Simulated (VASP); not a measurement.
# Ti3SiN3 in VASP: further runs, part 2 of 2

VASP 6.6.1.

## (3) Single point, PBE

The input, INCAR:

```
PREC = Accurate
ENCUT = 520
EDIFF = 1E-6
ISMEAR = 0
SIGMA = 0.1
LREAL = F
LASPH = T
NELM = 80
ALGO = Normal
ISIF = 2
LWAVE = F
LCHARG = F
LDIPOL = T
IDIPOL = 3
DIPOL = 0.5 0.5 0.342
GGA = PE
NBANDS = 36
```

The input, KPOINTS:

```
Automatic mesh
0
Gamma
  9 9 1
```

The input, POSCAR:

```
Ti3SiN3
1.0
    3.0028555065      0.0000000000      0.0000000000
    0.0000000000      3.0028555065      0.0000000000
    0.0000000000      0.0000000000     19.7584945265
Ti N Si
3 3 1
Direct
    0.5000000000      0.5000000000      0.2024445736
    0.0000000000      0.0000000000      0.3072496201
    0.5000000000      0.5000000000      0.4076776418
    0.0000000000      0.0000000000      0.2024445736
    0.5000000000      0.5000000000      0.3055678856
    0.0000000000      0.0000000000      0.4179718508
    0.3750000000      0.3750000000      0.5501145974
```

Potentials or basis: VASP PAW PBE potentials, release 64 (Ti_sv, N, Si).

Launch:

```
$ cat potpaw_PBE.64/Ti_sv/POTCAR potpaw_PBE.64/N/POTCAR potpaw_PBE.64/Si/POTCAR > POTCAR
$ mpirun -np 1 vasp_std > vasp.out
```

OUTCAR:

```text
PREC = Accurate
   ENCUT = 520
   EDIFF = 1E-6
   ISMEAR = 0
   LREAL = F
   LASPH = T
   NELM = 80
   ISIF = 2
   GGA = PE

 ion  position               nearest neighbor table
   1  0.500  0.500  0.202-   5 2.04   4 2.12   4 2.12   4 2.12   4 2.12
   2  0.000  0.000  0.307-   4 2.07   5 2.12   5 2.12   5 2.12   5 2.12   6 2.19   3 2.91   3 2.91
                             3 2.91   3 2.91
   3  0.500  0.500  0.408-   5 2.02   6 2.13   6 2.13   6 2.13   6 2.13   7 2.86   2 2.91   2 2.91
                             2 2.91   2 2.91
   4  0.000  0.000  0.202-   2 2.07   1 2.12   1 2.12   1 2.12   1 2.12
   5  0.500  0.500  0.306-   3 2.02   1 2.04   2 2.12   2 2.12   2 2.12   2 2.12
   6  0.000  0.000  0.418-   3 2.13   3 2.13   3 2.13   3 2.13   2 2.19
   7  0.375  0.375  0.550-   3 2.86

  LATTYP: Found a simple tetragonal cell.
 ALAT       =     3.0028555065
 C/A-ratio  =     6.5799018580

  Lattice vectors:

 A1 = (   3.0028555065,   0.0000000000,   0.0000000000)
 A2 = (   0.0000000000,   3.0028555065,   0.0000000000)
 A3 = (   0.0000000000,   0.0000000000,  19.7584945265)

Analysis of symmetry for initial positions (statically):
=====================================================================
 Subroutine PRICEL returns:
 Original cell was already a primitive cell.

 Routine SETGRP: Setting up the symmetry group for a
 simple tetragonal supercell.

 Subroutine GETGRP returns: Found  2 space group operations
 (whereof  2 operations were pure point group operations)
 out of a pool of 16 trial point group operations.

The static configuration has the point symmetry C_1h.

Analysis of symmetry for dynamics (positions and initial velocities):
=====================================================================
 Subroutine PRICEL returns:
 Original cell was already a primitive cell.

 Routine SETGRP: Setting up the symmetry group for a
 simple tetragonal supercell.

 Subroutine GETGRP returns: Found  2 space group operations
 (whereof  2 operations were pure point group operations)
 out of a pool of 16 trial point group operations.

The dynamic configuration has the point symmetry C_1h.

 Subroutine INISYM returns: Found  2 space group operations
 (whereof  2 operations are pure point group operations),
 and found     1 'primitive' translations

----------------------------------------------------------------------------------------

                                     Primitive cell

  volume of cell :     178.1651

  direct lattice vectors                    reciprocal lattice vectors
     3.002855506  0.000000000  0.000000000     0.333016357  0.000000000  0.000000000
     0.000000000  3.002855506  0.000000000     0.000000000  0.333016357  0.000000000
     0.000000000  0.000000000 19.758494527     0.000000000  0.000000000  0.050611143

  length of vectors
     3.002855506  3.002855506 19.758494527     0.333016357  0.333016357  0.050611143

  position of ions in fractional coordinates (direct lattice)
     0.500000000  0.500000000  0.202444574
     0.000000000  0.000000000  0.307249620
     0.500000000  0.500000000  0.407677642
     0.000000000  0.000000000  0.202444574
     0.500000000  0.500000000  0.305567886
     0.000000000  0.000000000  0.417971851
     0.375000000  0.375000000  0.550114597

  ion indices of the primitive-cell ions
[... 63 lines left out ...]
   total plane-waves  NPLWV =  86400
   dimension x,y,z NGX =    24 NGY =   24 NGZ =  150
   dimension x,y,z NGXF=    48 NGYF=   48 NGZF=  300
   ions per type =               3   3   1
   NGX,Y,Z   is equivalent  to a cutoff of  13.29, 13.29, 12.62 a.u.
   NGXF,Y,Z  is equivalent  to a cutoff of  26.57, 26.57, 25.24 a.u.
 SYSTEM =  unknown system
   PREC   = accura    normal or accurate (medium, high low for compatibility)
   ISTART =      0    job   : 0-new  1-cont  2-samecut
   ICHARG =      2    charge: 1-file 2-atom 10-const
   ISPIN  =      1    spin polarized calculation?
   LNONCOLLINEAR =      F non collinear calculations
   LSORBIT =      F    spin-orbit coupling
   LASPH  =      T    aspherical Exc in radial PAW
   ENCUT  =  520.0 eV  38.22 Ry    6.18 a.u.   5.58  5.58 36.74*2*pi/ulx,y,z
   NELM   =     80;   NELMIN=  2; NELMDL= -5     # of ELM steps
   EDIFF  = 0.1E-05   stopping-criterion for ELM
   LREAL  =      F    real-space projection
   EDIFFG = 0.1E-04   stopping-criterion for IOM
   NSW    =      0    number of steps for IOM
   IBRION =     -1    ionic relax: 0-MD 1-quasi-New 2-CG
   NFREE  =      0    steps in history (QN), initial steepest desc. (CG)
   ISIF   =      2    stress and relaxation
   ISYM   =      2    0-nonsym 1-usesym 2-fastsym
   POTIM  = 0.5000    time-step for ionic-motion
   TEBEG  =    0.0;   TEEND  =   0.0 temperature during run
   PSTRESS=    0.0 pullay stress
   NELECT =      55.0000    total number of electrons
   NUPDOWN=      -1.0000    fix difference up-down
   EMIN   =  10.00;   EMAX   =-10.00  energy-range for DOS
   EFERMI =   0.00;   METHOD = LEGACY
   ISMEAR =     0;   SIGMA  =   0.10  broadening in eV -4-tet -1-fermi 0-gaus
   EFERMI_NEDOS =   21; number of points for ismear=-14 and -15
   IALGO  =     38    algorithm
   IMIX   =      4    mixing-type and parameters
     AMIX     =   0.40;   BMIX     =  1.00
     AMIX_MAG =   1.60;   BMIX_MAG =  1.00
  volume/ion in A,a.u.               =      25.45       171.76
  Fermi-wavevector in a.u.,A,eV,Ry     =   1.106424  2.090838 16.655892  1.224174
  Thomas-Fermi vector in A             =   2.242924
   LORBIT       =      0    0 simple, 1 ext, 2 COOP (PROOUT), +10 PAW based schemes
   GGA     = PE    functional components
   LHFCALC =     F    Hartree Fock is set to
   AEXX    =    0.0000 exact exchange contribution
   IVDW    =     0    specifies the selected vdW correction
   LEPSILON=     F    determine dielectric tensor
   LRPA    =     F    only Hartree local field effects (RPA)
 non-spin polarized calculation
 Gauss-broadening in eV      SIGMA  =   0.10
  energy-cutoff  :      520.00
  volume of cell :      178.17
 maximum number of plane-waves:      4826
   NGX = 11   NGY = 11   NGZ = 73

 dipolmoment           0.000000      0.000000     -0.000146 electrons x Angstroem

 number of electron      54.9999999 magnetization

 dipolmoment           0.000000      0.000000      0.126086 electrons x Angstroem

 Free energy of the ion-electron system (eV)
  ---------------------------------------------------
  ext. energy  EPLUGINS =         0.00000000
  ---------------------------------------------------
  free energy    TOTEN  =       -61.20495430 eV

  energy without entropy =      -61.18866793  energy(sigma->0) =      -61.19681112

 E-fermi :   2.3136     XC(G=0):  -6.3410

 val. band max:        2.2905551796   @ k =   0.3333   0.3333   0.0000
 cond. band min:       2.3183007889   @ k =   0.2222   0.0000   0.0000
 fundamental gap:      0.0277456093
 Fermi energy:         2.3136317836

 k-point     1 :       0.0000    0.0000    0.0000
  band No.  band energies     occupation
      1     -55.6214      2.00000
      2     -55.2707      2.00000
      3     -55.1790      2.00000
      4     -32.0813      2.00000
      5     -31.7030      2.00000
      6     -31.6985      2.00000
[... 925 lines left out ...]
     35       4.8241      0.00000
     36       4.8487      0.00000

 [... further k-points ...]

------------------------ aborting loop because EDIFF is reached ----------------------------------------

 vacuum level on the upper side and lower side of the slab       (xc-potential included)         0.964        -1.420

  FORCE on cell =-STRESS in cart. coord.  units (eV):
  Direction    XX          YY          ZZ          XY          YZ          ZX
  --------------------------------------------------------------------------------------
  -------------------------------------------------------------------------------------
  Total       -6.8795173     -6.8795173      0.9959547      0.1076467     -0.1612965     -0.1612960
  in kB      -61.8651155    -61.8651155      8.9562753      0.9680293     -1.4504836     -1.4504788
  external PRESSURE =     -38.2579852 kB  Pullay stress =       0.0000000 kB

 VOLUME and BASIS-vectors are now :
 -----------------------------------------------------------------------------
  energy-cutoff  :      520.00
  volume of cell :      178.17
      direct lattice vectors                 reciprocal lattice vectors
     3.002855506  0.000000000  0.000000000     0.333016357  0.000000000  0.000000000
     0.000000000  3.002855506  0.000000000     0.000000000  0.333016357  0.000000000
     0.000000000  0.000000000 19.758494527     0.000000000  0.000000000  0.050611143

 POSITION                                       TOTAL-FORCE (eV/Angst)
 -----------------------------------------------------------------------------------
      1.50143      1.50143      4.00000        -0.012777     -0.012777      1.544124
      0.00000      0.00000      6.07079         0.056632      0.056632     -0.189379
      1.50143      1.50143      8.05510         0.105479      0.105479      1.552290
      0.00000      0.00000      4.00000         0.000806      0.000806     -1.651500
      1.50143      1.50143      6.03756        -0.044847     -0.044847     -0.220913
      0.00000      0.00000      8.25849        -0.041498     -0.041498     -1.034789
      1.12607      1.12607     10.86944        -0.063795     -0.063795      0.000168
 -----------------------------------------------------------------------------------
    total drift:                               -0.000026     -0.000026      0.000252

  FREE ENERGIE OF THE ION-ELECTRON SYSTEM (eV)
  ---------------------------------------------------
  free  energy   TOTEN  =       -61.2049543035 eV

  energy  without entropy=      -61.1886679268  energy(sigma->0) =      -61.19681112

 vacuum level on the upper side and lower side of the slab         6.978         4.516
```

Wall time 2.5 min (1 thread of Intel Xeon 6975P-C (Granite Rapids), shared host); peak memory 0.35 GiB.

What came out:

```
Free energy   : -61.2050 eV
Largest force : 1.652 eV/Å
```

Forces on the atoms (eV/Å):
```
Ti  -0.013 -0.013  1.544
Ti   0.057  0.057 -0.189
Ti   0.105  0.105  1.552
N    0.001  0.001 -1.651
N   -0.045 -0.045 -0.221
N   -0.041 -0.041 -1.035
Si  -0.064 -0.064  0.000
```

## (4) Single point, PBE

The input, INCAR:

```
SYSTEM = Ti3SiN3
PREC     = Accurate       ! precision mode
ENCUT    = 520            ! plane-wave cutoff, eV
EDIFF    = 1E-6           ! SCF threshold, eV
ISMEAR   = 0              ! smearing method
SIGMA    = 0.1            ! smearing width, eV
LREAL    = .FALSE.        ! projectors in reciprocal space
LASPH    = .TRUE.         ! aspherical terms in the spheres
NELM     = 100            ! most SCF steps
ALGO     = Normal         ! electronic algorithm
ISIF     = 2              ! what is computed and relaxed
LWAVE    = .FALSE.        ! write WAVECAR
LCHARG   = .FALSE.        ! write CHGCAR
LDIPOL   = .TRUE.       
IDIPOL   = 3            
DIPOL    = 0.5 0.5 0.339
GGA      = PE             ! functional
NBANDS   = 36             ! bands
```

The input, KPOINTS:

```
Automatic mesh
0
G
  9 9 1
  0 0 0
```

POSCAR: that of step 3 with these lines changed.

```diff
@@ -14,2 +14,2 @@
     0.0000000000      0.0000000000      0.4179718508
-    0.3750000000      0.3750000000      0.5501145974
+    0.2500000000      0.2500000000      0.5299787761
```

Launch:

```
$ cat potpaw_PBE.64/Ti_sv/POTCAR potpaw_PBE.64/N/POTCAR potpaw_PBE.64/Si/POTCAR > POTCAR
$ mpirun -np 1 vasp_std > vasp.out
```

Run time: 7.7 min. Hardware: 1 thread of Intel Xeon Platinum 8488C (Sapphire Rapids), shared host; peak memory 0.35 GiB.

Results (log left out):

```
Free energy   : -61.3457 eV
Largest force : 1.615 eV/Å
```

Forces in eV/Å, atoms in the order of the input:
```
Ti  -0.009 -0.009  1.547
Ti   0.100  0.100 -0.010
Ti   0.322  0.322  1.053
N   -0.027 -0.027 -1.615
N   -0.049 -0.049 -0.476
N    0.169  0.169 -0.512
Si  -0.506 -0.506  0.013
```

Levels at points of the mesh, in eV from the Fermi level:
```
           k point  band 24  band 25  band 26  band 27  band 28  band 29  band 30  band 31  band 32  band 33
(0.00, 0.00, 0.00)    -2.52    -2.18    -2.13    -1.72    -0.71    -0.66     0.09     0.10     0.74     0.77
```
